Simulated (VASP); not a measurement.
# Hf (Fm-3m) in VASP: settings compared

Hf is run at these levels: revPBE+D3(BJ), RPBE; tasks: single point.

All numbers are computed with VASP 6.6.1; they aren't measurements. Logs are shortened: lines on timing, memory, paths and dates and some standing lists are left out, and cuts for length are marked.

### 1 The cell of the first run

The structure is cubic, space group Fm-3m (No. 225). Conventional cell: a = 4.407 Å, b = 4.407 Å, c = 4.407 Å, α = 90.00°, β = 90.00°, γ = 90.00°. Hf (site symmetry m-3m) has 12 Hf at 3.12 Å within 4.1 Å.

This isn't the form of Hf at room conditions, which is hcp.

### 2 Single point, revPBE+D3(BJ)

Input file INCAR:

```
SYSTEM = Hf
PREC = Accurate
ENCUT = 520
EDIFF = 1E-6
ISMEAR = -1
SIGMA = 0.1
LREAL = .False.
LASPH = .True.
NELM = 80
ALGO = Fast
ISIF = 2
LWAVE = .False.
LCHARG = .True.
GGA = RE
IVDW = 12
LELF = .True.
LVHAR = .True.
NBANDS = 11
```

Input file KPOINTS:

```
Automatic mesh
0
Gamma
  10 10 10
  0 0 0
```

Input file POSCAR:

```
Hf
1.0
    0.0000000000      2.2032986689      2.2032986689
    2.2032986689      0.0000000000      2.2032986689
    2.2032986689      2.2032986689      0.0000000000
Hf
1
Direct
    0.0000000000      0.0000000000      0.0000000000
```

Potentials or basis: VASP PAW PBE potentials, release 64 (Hf_pv).

Started as:

```bash
> cat potpaw_PBE.64/Hf_pv/POTCAR > POTCAR
> mpirun -np 1 vasp_std > vasp.out
```

OUTCAR:

```text
SYSTEM = Hf
   PREC = Accurate
   ENCUT = 520
   EDIFF = 1E-6
   ISMEAR = -1
   LREAL = .False.
   LASPH = .True.
   NELM = 80
   ISIF = 2
   GGA = RE
   IVDW = 12
 IVDW          = 12

 ion  position               nearest neighbor table
   1  0.000  0.000  0.000-

  LATTYP: Found a face centered cubic cell.
 ALAT       =     4.4065973378

  Lattice vectors:

 A1 = (   0.0000000000,   2.2032986689,   2.2032986689)
 A2 = (   2.2032986689,   0.0000000000,   2.2032986689)
 A3 = (   2.2032986689,   2.2032986689,   0.0000000000)

Analysis of symmetry for initial positions (statically):
=====================================================================
 Subroutine PRICEL returns:
 Original cell was already a primitive cell.

 Routine SETGRP: Setting up the symmetry group for a
 face centered cubic supercell.

 Subroutine GETGRP returns: Found 48 space group operations
 (whereof 48 operations were pure point group operations)
 out of a pool of 48 trial point group operations.

The static configuration has the point symmetry O_h .

Analysis of symmetry for dynamics (positions and initial velocities):
=====================================================================
 Subroutine PRICEL returns:
 Original cell was already a primitive cell.

 Routine SETGRP: Setting up the symmetry group for a
 face centered cubic supercell.

 Subroutine GETGRP returns: Found 48 space group operations
 (whereof 48 operations were pure point group operations)
 out of a pool of 48 trial point group operations.

The dynamic configuration has the point symmetry O_h .

 Subroutine INISYM returns: Found 48 space group operations
 (whereof 48 operations are pure point group operations),
 and found     1 'primitive' translations

----------------------------------------------------------------------------------------

                                     Primitive cell

  volume of cell :      21.3919

  direct lattice vectors                    reciprocal lattice vectors
     0.000000000  2.203298669  2.203298669    -0.226932466  0.226932466  0.226932466
     2.203298669  0.000000000  2.203298669     0.226932466 -0.226932466  0.226932466
     2.203298669  2.203298669  0.000000000     0.226932466  0.226932466 -0.226932466

  length of vectors
     3.115934860  3.115934860  3.115934860     0.393058561  0.393058561  0.393058561

  position of ions in fractional coordinates (direct lattice)
     0.000000000  0.000000000  0.000000000

[... 74 lines left out ...]
   NELM   =     80;   NELMIN=  2; NELMDL= -5     # of ELM steps
   EDIFF  = 0.1E-05   stopping-criterion for ELM
   LREAL  =      F    real-space projection
[... 7 lines left out ...]
   TEBEG  =    0.0;   TEEND  =   0.0 temperature during run
   PSTRESS=    0.0 pullay stress
   NELECT =      10.0000    total number of electrons
   NUPDOWN=      -1.0000    fix difference up-down
   EMIN   =  10.00;   EMAX   =-10.00  energy-range for DOS
   EFERMI =   0.00;   METHOD = LEGACY
   ISMEAR =    -1;   SIGMA  =   0.10  broadening in eV -4-tet -1-fermi 0-gaus
   EFERMI_NEDOS =   21; number of points for ismear=-14 and -15
   IALGO  =     68    algorithm
   IMIX   =      4    mixing-type and parameters
     AMIX     =   0.40;   BMIX     =  1.00
     AMIX_MAG =   1.60;   BMIX_MAG =  1.00
  volume/ion in A,a.u.               =      21.39       144.36
  Fermi-wavevector in a.u.,A,eV,Ry     =   1.270549  2.400990 21.963818  1.614295
  Thomas-Fermi vector in A             =   2.403530
   LORBIT       =      0    0 simple, 1 ext, 2 COOP (PROOUT), +10 PAW based schemes
   GGA     = RE    functional components
   LHFCALC =     F    Hartree Fock is set to
   AEXX    =    0.0000 exact exchange contribution
   IVDW    =    12    specifies the selected vdW correction
   LEPSILON=     F    determine dielectric tensor
   LRPA    =     F    only Hartree local field effects (RPA)
 non-spin polarized calculation
 RMM-DIIS sequential band-by-band and
  energy-cutoff  :      520.00
  volume of cell :       21.39
 maximum number of plane-waves:       589
   NGX = 11   NGY = 11   NGZ = 11

 number of electron      10.0000001 magnetization

 Free energy of the ion-electron system (eV)
  ---------------------------------------------------
  ext. energy  EPLUGINS =         0.00000000
  ---------------------------------------------------
  free energy    TOTEN  =        -9.50430043 eV

  energy without entropy =       -9.45834582  energy(sigma->0) =       -9.48132312

 E-fermi :   5.1329     XC(G=0): -11.4460

 val. band max:        5.1150012743   @ k =   0.3000   0.0000   0.0000
 cond. band min:       5.1463590791   @ k =  -0.2000   0.1000   0.0000
 fundamental gap:      0.0313578048
 Fermi energy:         5.1329494683

 k-point     1 :       0.0000    0.0000    0.0000
  band No.  band energies     occupation
      1     -24.7398      2.00000
      2     -24.7398      2.00000
      3     -24.7398      2.00000
      4      -2.2322      2.00000
      5       6.5719      0.00000
      6       6.5719      0.00000
      7       6.5719      0.00000
      8       9.5363      0.00000
      9       9.5363      0.00000
     10      16.5555      0.00000
     11      18.4134      0.00000
[... 309 lines left out ...]
 k-point    24 :       0.4000    0.3000    0.0000
  band No.  band energies     occupation
      1     -25.4597      2.00000
      2     -25.0298      2.00000
      3     -24.9991      2.00000
      4       1.7515      2.00000
      5       3.5218      2.00000
      6       6.0441      0.00022
      7       9.4083      0.00000
      8      10.4606      0.00000
      9      11.6258      0.00000
     10      17.3800      0.00000
     11      19.0222      0.00000

 [... further k-points ...]

------------------------ aborting loop because EDIFF is reached ----------------------------------------

 Edisp (eV)   -0.82397

 E8    (eV) :    -0.6286

  FORCE on cell =-STRESS in cart. coord.  units (eV):
  Direction    XX          YY          ZZ          XY          YZ          ZX
  --------------------------------------------------------------------------------------
  -------------------------------------------------------------------------------------
  Total       0.17878     0.17878     0.17878     0.00000     0.00000    -0.00000
  in kB      13.38991    13.38991    13.38991     0.00000     0.00000    -0.00000
  external pressure =       13.39 kB  Pullay stress =        0.00 kB

 VOLUME and BASIS-vectors are now :
 -----------------------------------------------------------------------------
  energy-cutoff  :      520.00
  volume of cell :       21.39
      direct lattice vectors                 reciprocal lattice vectors
     0.000000000  2.203298669  2.203298669    -0.226932466  0.226932466  0.226932466
     2.203298669  0.000000000  2.203298669     0.226932466 -0.226932466  0.226932466
     2.203298669  2.203298669  0.000000000     0.226932466  0.226932466 -0.226932466

 POSITION                                       TOTAL-FORCE (eV/Angst)
 -----------------------------------------------------------------------------------
      0.00000      0.00000      0.00000        -0.000000     -0.000000      0.000000
 -----------------------------------------------------------------------------------
    total drift:                               -0.000000     -0.000000      0.000000

  FREE ENERGIE OF THE ION-ELECTRON SYSTEM (eV)
  ---------------------------------------------------
  free  energy   TOTEN  =       -10.3282670226 eV

  energy  without entropy=      -10.2823124155  energy(sigma->0) =      -10.30528972
```

stdout:

```text
POSCAR found type information on POSCAR Hf
 POSCAR found :  1 types and       1 ions
 scaLAPACK will be used
 -----------------------------------------------------------------------------
|                                                                             |
|                                                                             |
|     You enforced a specific xc type in the INCAR file but a different       |
|     I HOPE YOU KNOW WHAT YOU ARE DOING!                                     |
|                                                                             |
 -----------------------------------------------------------------------------

 LDA part: xc-table for (Slater+PW92), standard interpolation
 POSCAR, INCAR and KPOINTS ok, starting setup
 FFT: planning ... GRIDC
 FFT: planning ... GRID_SOFT
 FFT: planning ... GRID
 WAVECAR not read
 entering main loop
WARNING in EDDRMM: call to ZHEGV failed, returncode =   6  3     11
```

It took 7.9 s on 1 thread of AMD EPYC 9R45 (Zen 5), shared host; peak memory 0.12 GiB.

Results:

* Free energy: -10.3283 eV
* Pressure: 1.3 GPa
* Band gap on the k mesh: zero (bands 5 and 6 overlap by 1.84 eV)
* Dispersion energy per atom: -0.824 eV

Levels at points of the mesh, in eV from the Fermi level:
```
           k point  band 2  band 3  band 4  band 5  band 6  band 7  band 8  band 9
(0.00, 0.00, 0.00)  -29.87  -29.87   -7.37    1.44    1.44    1.44    4.40    4.40
(0.50, 0.00, 0.00)  -30.00  -30.00   -3.76    0.70    1.20    1.20    6.64    6.64
(0.50, 0.50, 0.00)  -30.21  -30.21   -3.44   -2.29    2.74    6.67    7.31    7.31
```

Caveat: three body term missing; the PAW data sets were made with another functional, which shifts forces and pressure a little; spin-orbit coupling is left out, which moves the levels of the heavy elements.

### 3 Single point, RPBE

This run uses another cell than the first one, of 21.88 Å³/atom.

Input file INCAR:

```
PREC = Accurate
ENCUT = 520
EDIFF = 1E-7
ISMEAR = -1
SIGMA = 0.1
LREAL = False
LASPH = True
NELM = 100
ALGO = Normal
ISIF = 2
LWAVE = False
LCHARG = False
GGA = RP
NBANDS = 11
```

Input file KPOINTS:

```
Automatic mesh
0
Gamma
  10 10 10
```

Input file POSCAR:

```
Hf
1.0
    0.0000000000      2.2200000000      2.2200000000
    2.2200000000      0.0000000000      2.2200000000
    2.2200000000      2.2200000000      0.0000000000
Hf
1
Direct
    0.0000000000      0.0000000000      0.0000000000
```

Potentials or basis: VASP PAW PBE potentials, release 64 (Hf_pv).

Started as:

```bash
> cat potpaw_PBE.64/Hf_pv/POTCAR > POTCAR
> mpirun -np 1 vasp_std > vasp.out
```

Wall time 6.4 s (1 thread of AMD EPYC 9R45 (Zen 5), shared host); peak memory 0.11 GiB.

Results (log left out):

- Free energy: -9.4373 eV
- Pressure: 5.8 GPa
- Band gap on the k mesh: zero (bands 5 and 6 overlap by 1.83 eV)

Levels at points of the mesh, in eV from the Fermi level:
```tsv
k point	band 2	band 3	band 4	band 5	band 6	band 7	band 8	band 9
(0.00, 0.00, 0.00)	-29.97	-29.97	-7.29	1.44	1.44	1.44	4.32	4.32
(0.50, 0.00, 0.00)	-30.08	-30.08	-3.69	0.61	1.21	1.21	6.49	6.49
(0.50, 0.50, 0.00)	-30.28	-30.28	-3.34	-2.20	2.61	6.51	7.13	7.13
```

Caveat: the cell stands under pressure; the PAW data sets were made with another functional, which shifts forces and pressure a little; spin-orbit coupling is left out, which moves the levels of the heavy elements.

### 4 Single point, revPBE+D3(BJ)

This run uses another cell than the first one, of 21.85 Å³/atom.

Input file INCAR:

```
SYSTEM = Hf
  PREC = Accurate
  ENCUT = 520
  EDIFF = 1E-6
  ISMEAR = -1
  SIGMA = 0.1
  LREAL = .False.
  LASPH = .True.
  NELM = 60
  ALGO = Normal
  ISIF = 2
  LWAVE = .False.
  LCHARG = .False.
  GGA = RE
  IVDW = 12
  NBANDS = 11
```

Input file KPOINTS:

```
Automatic mesh
0
Gamma
  10 10 10
  0 0 0
```

Input file POSCAR:

```
Hf
1.0
    0.0000000000      2.2188153680      2.2188153680
    2.2188153680      0.0000000000      2.2188153680
    2.2188153680      2.2188153680      0.0000000000
Hf
1
Direct
    0.0000000000      0.0000000000      0.0000000000
```

Started as:

```bash
> cat potpaw_PBE.64/Hf_pv/POTCAR > POTCAR
> mpirun -np 1 vasp_std > vasp.out
```

It took 6.2 s on 1 thread of AMD EPYC 9R45 (Zen 5), shared host; peak memory 0.11 GiB.

Results (log left out):

* Free energy: -10.3289 eV
* Pressure: -0.9 GPa
* Band gap on the k mesh: zero (bands 5 and 6 overlap by 1.83 eV)
* Dispersion energy per atom: -0.806 eV

Levels at points of the mesh, in eV from the Fermi level:
```csv
k point,band 2,band 3,band 4,band 5,band 6,band 7,band 8,band 9
"(0.00, 0.00, 0.00)",-29.95,-29.95,-7.29,1.43,1.43,1.43,4.32,4.32
"(0.50, 0.00, 0.00)",-30.07,-30.07,-3.70,0.63,1.20,1.20,6.49,6.49
"(0.50, 0.50, 0.00)",-30.26,-30.26,-3.35,-2.21,2.62,6.51,7.13,7.13
```

Caveat: three body term missing; the PAW data sets were made with another functional, which shifts forces and pressure a little; spin-orbit coupling is left out, which moves the levels of the heavy elements.

### 5 Single point, revPBE+D3(BJ)

This run uses another cell than the first one, of 22.30 Å³/atom.

Input file INCAR:

```
SYSTEM = Hf
PREC = Accurate
ENCUT = 520
EDIFF = 1E-7
ISMEAR = -1
SIGMA = 0.1
LREAL = .False.
LASPH = .True.
NELM = 60
ALGO = Normal
ISIF = 2
LWAVE = .False.
LCHARG = .False.
GGA = RE
IVDW = 12
NBANDS = 11
```

KPOINTS is that of step 4.

Input file POSCAR:

```
Hf
1.0
    0.0000000000      2.2341180265      2.2341180265
    2.2341180265      0.0000000000      2.2341180265
    2.2341180265      2.2341180265      0.0000000000
Hf
1
Direct
    0.0000000000      0.0000000000      0.0000000000
```

Started as:

```bash
> cat potpaw_PBE.64/Hf_pv/POTCAR > POTCAR
> mpirun -np 1 vasp_std > vasp.out
```

Run time: 6.3 s. Hardware: 1 thread of AMD EPYC 9R45 (Zen 5), shared host; peak memory 0.11 GiB.

Results (log left out):

```
Free energy                : -10.3233 eV
Pressure                   : -3.0 GPa
Band gap on the k mesh     : zero (bands 5 and 6 overlap by 1.82 eV)
Dispersion energy per atom : -0.789 eV
```

Levels at points of the mesh, in eV from the Fermi level:
```
           k point  band 2  band 3  band 4  band 5  band 6  band 7  band 8  band 9
(0.00, 0.00, 0.00)  -30.03  -30.03   -7.22    1.42    1.42    1.42    4.23    4.23
(0.50, 0.00, 0.00)  -30.14  -30.14   -3.64    0.56    1.20    1.20    6.35    6.35
(0.50, 0.50, 0.00)  -30.32  -30.32   -3.26   -2.13    2.51    6.37    6.97    6.97
```

Caveat: three body term missing; the PAW data sets were made with another functional, which shifts forces and pressure a little; spin-orbit coupling is left out, which moves the levels of the heavy elements.

### 6 The runs side by side

```tsv
level	cell	gap on the mesh (eV)	pressure (GPa)
revPBE+D3(BJ)	a = 3.116 Å, angles 60.0°, 1 atom	none	1.3
RPBE	a = 3.140 Å, angles 60.0°, 1 atom	none	5.8
revPBE+D3(BJ)	a = 3.138 Å, angles 60.0°, 1 atom	none	-0.9
revPBE+D3(BJ)	a = 3.160 Å, angles 60.0°, 1 atom	none	-3.0
```

Alike in all rows: task single point; potentials or basis VASP PAW PBE potentials, release 64 (Hf_pv); no spin polarisation; k mesh 10 × 10 × 10; cutoff (eV) 520; smearing fermi-dirac 0.1 eV.

Caveats: the PAW data sets were made with another functional, which shifts forces and pressure a little; spin-orbit coupling is left out, which moves the levels of the heavy elements; three body term missing (at least some runs); the cell stands under pressure (at least some runs).

Total energies depend on the potentials used, so only differences within one code and one set of settings carry meaning.

The gap in the log of VASP goes by the Fermi energy; the results here count the filled bands.